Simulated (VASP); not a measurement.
# Al (P6/mmm) in VASP: notebook

Aim: see how the results for Al move with the level of theory and the settings. Levels: PBE+D3(BJ), PBE+D4. Tasks: relaxation of cell and atoms.

Everything below comes from runs of VASP 6.6.1. Logs are shortened: lines on timing, memory, paths and dates and some standing lists are left out, and cuts for length are marked.

## (1) The cell of the first run

It takes space group P6/mmm (No. 191, hexagonal). The conventional cell has a = 4.492 Å, b = 4.492 Å, c = 2.723 Å, α = 90.00°, β = 90.00°, γ = 120.00°. Within 3.4 Å of Al (site symmetry -6m2) lie 5 Al at 2.59 to 2.72 Å.

## (2) Relaxation of cell and atoms, PBE+D3(BJ)

File INCAR:

```
SYSTEM = Al
PREC     = Accurate       ! precision mode
ENCUT    = 600            ! plane-wave cutoff, eV
EDIFF    = 1E-7           ! SCF threshold, eV
ISMEAR   = -1             ! smearing method
SIGMA    = 0.05           ! smearing width, eV
LREAL    = .FALSE.        ! projectors in reciprocal space
LASPH    = .TRUE.         ! aspherical terms in the spheres
NELM     = 80             ! most SCF steps
ALGO     = Normal         ! electronic algorithm
ISIF     = 3              ! what is computed and relaxed
LWAVE    = .FALSE.        ! write WAVECAR
LCHARG   = .FALSE.        ! write CHGCAR
GGA      = PE             ! functional
IVDW     = 12             ! dispersion correction
IBRION   = 2              ! ionic algorithm
NSW      = 60             ! ionic steps
EDIFFG   = -0.01          ! ionic threshold
```

File KPOINTS:

```
regular mesh
0
G
  7 7 10
  0 0 0
```

File POSCAR:

```
Al
1.0
    4.4916000000      0.0000000000      0.0000000000
   -2.2458000000      3.8898400000      0.0000000000
    0.0000000000      0.0000000000      2.7226000000
Al
2
Direct
    0.3333300000      0.6666700000      0.0000000000
    0.6666700000      0.3333300000      0.0000000000
```

Potentials or basis: VASP PAW PBE potentials, release 64 (Al).

The run is started by

```bash
cat potpaw_PBE.64/Al/POTCAR > POTCAR
mpirun -np 1 vasp_std > vasp.out
```

OUTCAR:

```text
SYSTEM = Al
   PREC = Accurate
   ENCUT = 600
   EDIFF = 1E-7
   ISMEAR = -1
   LREAL = .FALSE.
   LASPH = .TRUE.
   NELM = 80
   ISIF = 3
   GGA = PE
   IVDW = 12
   IBRION = 2
   NSW = 60
   EDIFFG = -0.01
 IVDW          = 12

 ion  position               nearest neighbor table
   1  0.333  0.667  0.000-   2 2.59   2 2.59   2 2.59
   2  0.667  0.333  0.000-   1 2.59   1 2.59   1 2.59

  LATTYP: Found a hexagonal cell.
 ALAT       =     4.4916000000
 C/A-ratio  =     0.6061537091

  Lattice vectors:

 A1 = (   4.4916000000,   0.0000000000,   0.0000000000)
 A2 = (  -2.2458000000,   3.8898400000,   0.0000000000)
 A3 = (   0.0000000000,   0.0000000000,   2.7226000000)

Analysis of symmetry for initial positions (statically):
=====================================================================
 Subroutine PRICEL returns:
 Original cell was already a primitive cell.

 Routine SETGRP: Setting up the symmetry group for a
 hexagonal supercell.

 Subroutine GETGRP returns: Found  8 space group operations
 (whereof  8 operations were pure point group operations)
 out of a pool of 24 trial point group operations.

The static configuration has the point symmetry D_2h.

Analysis of symmetry for dynamics (positions and initial velocities):
=====================================================================
 Subroutine PRICEL returns:
 Original cell was already a primitive cell.

 Routine SETGRP: Setting up the symmetry group for a
 hexagonal supercell.

 Subroutine GETGRP returns: Found  8 space group operations
 (whereof  8 operations were pure point group operations)
 out of a pool of 24 trial point group operations.

The dynamic configuration has the point symmetry D_2h.

 Subroutine INISYM returns: Found  8 space group operations
 (whereof  8 operations are pure point group operations),
 and found     1 'primitive' translations

----------------------------------------------------------------------------------------

                                     Primitive cell

  volume of cell :      47.5682

  direct lattice vectors                    reciprocal lattice vectors
     4.491600000  0.000000000  0.000000000     0.222637813  0.128539991  0.000000000
    -2.245800000  3.889840000  0.000000000     0.000000000  0.257079983  0.000000000
     0.000000000  0.000000000  2.722600000     0.000000000  0.000000000  0.367295967

  length of vectors
     4.491600000  4.491600257  2.722600000     0.257079997  0.257079983  0.367295967

  position of ions in fractional coordinates (direct lattice)
     0.333330000  0.666670000  0.000000000
     0.666670000  0.333330000  0.000000000

[... 64 lines left out ...]
   NGX,Y,Z   is equivalent  to a cutoff of  13.32, 13.32, 14.65 a.u.
   NGXF,Y,Z  is equivalent  to a cutoff of  26.65, 26.65, 29.31 a.u.
 SYSTEM =  Al
   PREC   = accura    normal or accurate (medium, high low for compatibility)
   ISTART =      0    job   : 0-new  1-cont  2-samecut
   ICHARG =      2    charge: 1-file 2-atom 10-const
   ISPIN  =      1    spin polarized calculation?
   LNONCOLLINEAR =      F non collinear calculations
   LSORBIT =      F    spin-orbit coupling
   LASPH  =      T    aspherical Exc in radial PAW
   ENCUT  =  600.0 eV  44.10 Ry    6.64 a.u.   8.97  8.97  5.44*2*pi/ulx,y,z
   NELM   =     80;   NELMIN=  2; NELMDL= -5     # of ELM steps
   EDIFF  = 0.1E-06   stopping-criterion for ELM
   LREAL  =      F    real-space projection
   EDIFFG = -.1E-01   stopping-criterion for IOM
   NSW    =     60    number of steps for IOM
   IBRION =      2    ionic relax: 0-MD 1-quasi-New 2-CG
   NFREE  =      1    steps in history (QN), initial steepest desc. (CG)
   ISIF   =      3    stress and relaxation
   ISYM   =      2    0-nonsym 1-usesym 2-fastsym
   POTIM  = 0.5000    time-step for ionic-motion
   TEBEG  =    0.0;   TEEND  =   0.0 temperature during run
   PSTRESS=    0.0 pullay stress
   NELECT =       6.0000    total number of electrons
   NUPDOWN=      -1.0000    fix difference up-down
   EMIN   =  10.00;   EMAX   =-10.00  energy-range for DOS
   EFERMI =   0.00;   METHOD = LEGACY
   ISMEAR =    -1;   SIGMA  =   0.05  broadening in eV -4-tet -1-fermi 0-gaus
   EFERMI_NEDOS =   21; number of points for ismear=-14 and -15
   IALGO  =     38    algorithm
   IMIX   =      4    mixing-type and parameters
     AMIX     =   0.40;   BMIX     =  1.00
     AMIX_MAG =   1.60;   BMIX_MAG =  1.00
  volume/ion in A,a.u.               =      23.78       160.50
  Fermi-wavevector in a.u.,A,eV,Ry     =   0.821019  1.551500  9.171302  0.674072
  Thomas-Fermi vector in A             =   1.932104
   LORBIT       =      0    0 simple, 1 ext, 2 COOP (PROOUT), +10 PAW based schemes
   GGA     = PE    functional components
   LHFCALC =     F    Hartree Fock is set to
   AEXX    =    0.0000 exact exchange contribution
   IVDW    =    12    specifies the selected vdW correction
   LEPSILON=     F    determine dielectric tensor
   LRPA    =     F    only Hartree local field effects (RPA)
 conjugate gradient relaxation of ions
 non-spin polarized calculation
  energy-cutoff  :      600.00
  volume of cell :       47.57
 maximum number of plane-waves:      1607
   NGX = 17   NGY = 17   NGZ = 11

--------------------------------------- Ionic step        1  -------------------------------------------

 number of electron       6.0000000 magnetization

 Free energy of the ion-electron system (eV)
  ---------------------------------------------------
  ext. energy  EPLUGINS =         0.00000000
  ---------------------------------------------------
  free energy    TOTEN  =        -6.50901906 eV

  energy without entropy =       -6.50407829  energy(sigma->0) =       -6.50654868

------------------------ aborting loop because EDIFF is reached ----------------------------------------

 Edisp (eV)   -0.46009

 E8    (eV) :    -0.2057
[... 71 lines left out ...]
--------------------------------------- Ionic step        3  -------------------------------------------

 number of electron       6.0000000 magnetization

 Free energy of the ion-electron system (eV)
  ---------------------------------------------------
  ext. energy  EPLUGINS =         0.00000000
  ---------------------------------------------------
  free energy    TOTEN  =        -6.50929711 eV

  energy without entropy =       -6.50455599  energy(sigma->0) =       -6.50692655

 E-fermi :   4.2157     XC(G=0):  -8.5924

 val. band max:        4.1227101156   @ k =   0.2857   0.0000   0.3000
 cond. band min:       4.2318712280   @ k =   0.4286   0.4286   0.4000
 fundamental gap:      0.1091611124
 Fermi energy:         4.2156948947

 k-point     1 :       0.0000    0.0000    0.0000
  band No.  band energies     occupation
      1      -4.7424      2.00000
      2       3.3184      2.00000
      3       3.3186      2.00000
      4       3.7560      1.99980
      5       6.4137      0.00000
      6       6.4137      0.00000
      7       9.7155      0.00000
[... 221 lines left out ...]
 k-point    24 :       0.1429    0.1429    0.1000
  band No.  band energies     occupation
      1      -4.0213      2.00000
      2       0.6122      2.00000
      3       2.5104      2.00000
      4       5.9772      0.00000
      5       6.5611      0.00000
      6       8.9388      0.00000
      7      10.7651      0.00000

 [... further k-points ...]

------------------------ aborting loop because EDIFF is reached ----------------------------------------

 Edisp (eV)   -0.46022

 E8    (eV) :    -0.2057
[... 25 lines left out ...]
  FREE ENERGIE OF THE ION-ELECTRON SYSTEM (eV)
  ---------------------------------------------------
  free  energy   TOTEN  =        -6.9695213100 eV

  energy  without entropy=       -6.9647801920  energy(sigma->0) =       -6.96715075

 reached required accuracy - stopping structural energy minimisation
```

OSZICAR:

```text
N       E                     dE             d eps       ncg     rms          rms(c)
DAV:   1     0.372722157510E+01    0.37272E+01   -0.24269E+03  1344   0.723E+02
DAV:   2    -0.641586158639E+01   -0.10143E+02   -0.97798E+01  1897   0.559E+01
[... 18 lines left out ...]
   2 F= -.69694762E+01 E0= -.69671231E+01  d E =-.371089E-03
       N       E                     dE             d eps       ncg     rms          rms(c)
DAV:   1    -0.650931884903E+01   -0.11360E-03   -0.10568E-03  1715   0.165E-01    0.199E-02
DAV:   2    -0.650930447591E+01    0.14373E-04   -0.20693E-05  1610   0.309E-02    0.114E-02
DAV:   3    -0.650929703726E+01    0.74386E-05   -0.20211E-05  1680   0.198E-02    0.114E-03
DAV:   4    -0.650929710808E+01   -0.70814E-07   -0.62586E-07  1365   0.594E-03
   3 F= -.69695213E+01 E0= -.69671508E+01  d E =-.416201E-03
```

CONTCAR:

```text
Al
   1.00000000000000
     4.4977635466226209    0.0000282385752029    0.0000000000000000
    -2.2488573179859550    3.8951919084645414    0.0000000000000000
     0.0000000000000000    0.0000000000000000    2.7134550421791048
  Al
     2
Direct
     0.3333316100806933    0.6666683899193064    0.0000000000000000
     0.6666683899193067    0.3333316100806935    0.0000000000000000

  0.00000000E+00  0.00000000E+00  0.00000000E+00
  0.00000000E+00  0.00000000E+00  0.00000000E+00
```

Wall time 27 s (1 thread of Intel Xeon 6975P-C (Granite Rapids), shared host); peak memory 0.19 GiB.

Results:

* Free energy: -6.9695 eV
* Relaxed volume: 23.77 Å³/atom
* Relaxed cell: a = 4.498 Å, b = 4.498 Å, c = 2.713 Å, α = 90.00°, β = 90.00°, γ = 120.00°
* Space group after relaxing (to 0.05 Å): P6/mmm (No. 191)
* Energy gained by relaxing: 0.2 meV/atom
* Ionic steps: 3
* Pressure after relaxing: 0.0 GPa
* Band gap on the k mesh: zero (band 3 reaches 6.69 eV, above the bottom of band 4 at 3.19 eV)
* Dispersion energy per atom: -0.230 eV

The path:
```tsv
step	energy change (eV)	largest force (eV/Å)	pressure (GPa)	volume (Å³)
1	0.0000	0.0003	-0.04	47.57
2	-0.0004	0.0000	-0.01	47.53
3	-0.0004	0.0001	-0.02	47.54
```

Final structure:
```xyz
2
Lattice="4.4978 0.0000 0.0000 -2.2489 3.8952 0.0000 0.0000 0.0000 2.7135" Properties=species:S:1:pos:R:3 pbc="T T T"
Al    0.0000    2.5968    0.0000
Al    2.2489    1.2984    0.0000
```

Caveat: pairwise dispersion overbinds metals, which lowers pressure and volume.

## (3) Relaxation of cell and atoms, PBE+D4

File INCAR:

```
PREC = Accurate
ENCUT = 600
EDIFF = 1E-6
ISMEAR = -1
SIGMA = 0.05
LREAL = False
LASPH = True
NELM = 80
ALGO = Fast
ISIF = 3
LWAVE = False
LCHARG = False
GGA = PE
IVDW = 13
IBRION = 2
NSW = 60
EDIFFG = -0.01
```

File KPOINTS:

```
regular mesh
0
Gamma
  7 7 10
```

POSCAR is that of step 2.

Potentials or basis: VASP PAW PBE potentials, release 64 (Al).

The run is started by

```bash
cat potpaw_PBE.64/Al/POTCAR > POTCAR
mpirun -np 1 vasp_std > vasp.out
```

Run time: 26 s. Hardware: 1 thread of Intel Xeon 6975P-C (Granite Rapids), shared host; peak memory 0.18 GiB.

It converged, with:

```yaml
Free_energy: -6.9899 eV
Relaxed_volume: 23.77 Å³/atom
Relaxed_cell: a = 4.498 Å, b = 4.498 Å, c = 2.714 Å, α = 90.00°, β = 90.00°, γ = 120.00°
Space_group_after_relaxing_to_0.05_Å: P6/mmm (No. 191)
Energy_gained_by_relaxing: 0.2 meV/atom
Ionic_steps: 3
Pressure_after_relaxing: 0.0 GPa
Band_gap_on_the_k_mesh: zero (band 3 reaches 6.69 eV, above the bottom of band 4 at 3.19 eV)
Dispersion_energy_per_atom: -0.240 eV
```

The path:
| step | energy change (eV) | largest force (eV/Å) | pressure (GPa) | volume (Å³) |
| --- | --- | --- | --- | --- |
| 1 | 0.0000 | 0.0003 | -0.03 | 47.57 |
| 2 | -0.0003 | 0.0000 | -0.01 | 47.53 |
| 3 | -0.0004 | 0.0001 | -0.03 | 47.54 |

Final structure:
```yaml
crystal:
  lattice:
    - [4.49761, 0.00003, 0.00000]
    - [-2.24878, 3.89506, 0.00000]
    - [0.00000, 0.00000, 2.71388]
  atoms:
    - { symbol: Al, position: [0.33333, 0.66667, 0.00000] }
    - { symbol: Al, position: [0.66667, 0.33333, 0.00000] }
```

Levels at points of the mesh, in eV from the Fermi level:
| k point | band 1 | band 2 | band 3 | band 4 | band 5 | band 6 |
| --- | --- | --- | --- | --- | --- | --- |
| (0.00, 0.00, 0.00) | -8.96 | -0.90 | -0.90 | -0.46 | 2.20 | 2.20 |
| (0.00, 0.00, 0.50) | -4.44 | -3.65 | 2.47 | 2.47 | 2.77 | 5.39 |

Caveat: pairwise dispersion overbinds metals, which lowers pressure and volume.
